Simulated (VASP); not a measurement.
Set up this calculation in VASP 6.6.1, as the native input.

```yaml
Task: single point
Functional: HSE06
Potentials_or_basis: VASP PAW PBE potentials, release 64 (Ca_sv, Se)
Cutoff: 520 eV
k_mesh: 4 × 4 × 4
Occupations: gaussian, width 0.01 eV
Spin: no spin polarisation
Dipole_correction: no
Grid_for_exact_exchange_PRECFOCK: Normal
Further_INCAR_settings: ALGO = Normal; EDIFF = 1e-06; NBANDS = 15
Screening_parameter: 0.2079 1/Å
```

Crystal: CaSe.

```xyz
2
Lattice="0.0000 3.2796 3.4340 3.2796 0.0000 3.4340 3.2796 3.2796 0.0000" Properties=species:S:1:pos:R:3 pbc="T T T"
Ca    0.0000    0.0000    0.0000
Se    1.6398    1.6398    1.7170
```

This cell differs from its parent crystal: uniaxial z strain +4.7%.

The input as run:

POSCAR

```
CaSe
1.0
    0.0000000000      3.2795613712      3.4340287118
    3.2795613712      0.0000000000      3.4340287118
    3.2795613712      3.2795613712      0.0000000000
Ca Se
1 1
Direct
    0.0000000000      0.0000000000      0.0000000000
    0.2500000000      0.2500000000      0.2500000000
```

INCAR.step1

```
ALGO     = Normal         # electronic algorithm
EDIFF    = 1E-5           # SCF threshold, eV
ENCUT    = 520            # plane-wave cutoff, eV
GGA      = PE             # functional
ISIF     = 2              # what is computed and relaxed
ISMEAR   = 0              # smearing method
LASPH    = True           # aspherical terms in the spheres
LREAL    = False          # projectors in reciprocal space
LWAVE    = True           # write WAVECAR
NBANDS   = 15             # bands
NELM     = 100            # most SCF steps
PREC     = Accurate       # precision mode
SIGMA    = 0.01           # smearing width, eV
```

INCAR.step2

```
ALGO     = Normal         # electronic algorithm
EDIFF    = 1E-6           # SCF threshold, eV
ENCUT    = 520            # plane-wave cutoff, eV
GGA      = PE             # functional
HFSCREEN = 0.2079         # screening, 1/A
ISIF     = 2              # what is computed and relaxed
ISMEAR   = 0              # smearing method
ISTART   = 1            
LASPH    = True           # aspherical terms in the spheres
LCHARG   = True           # write CHGCAR
LELF     = True           # ELF
LHFCALC  = True           # exact exchange
LREAL    = False          # projectors in reciprocal space
LVHAR    = True         
LWAVE    = False          # write WAVECAR
NBANDS   = 15             # bands
NELM     = 100            # most SCF steps
PREC     = Accurate       # precision mode
PRECFOCK = Normal       
SIGMA    = 0.01           # smearing width, eV
```

KPOINTS

```
k-points
0
Gamma
  4 4 4
```

Potentials or basis: VASP PAW PBE potentials, release 64 (Ca_sv, Se).

Command:

```bash
$ cat potpaw_PBE.64/Ca_sv/POTCAR potpaw_PBE.64/Se/POTCAR > POTCAR
$ cp INCAR.step1 INCAR
$ mpirun -np 1 vasp_std > vasp.out
$ cp INCAR.step2 INCAR
$ mpirun -np 1 vasp_std > vasp.out
```

It gave:

The pressure is -1.2 GPa and the band gap on the k mesh is 3.86 eV, indirect (least direct gap 3.97 eV).

Caveat: the cell differs from its parent crystal (uniaxial z strain +4.7%); the PAW data sets were made with another functional, which shifts forces and pressure a little.

It took 9.9 min on 1 thread of Intel(R) Xeon(R) Platinum 8488C (Sapphire Rapids) (shared host), peak memory 0.32 GiB.
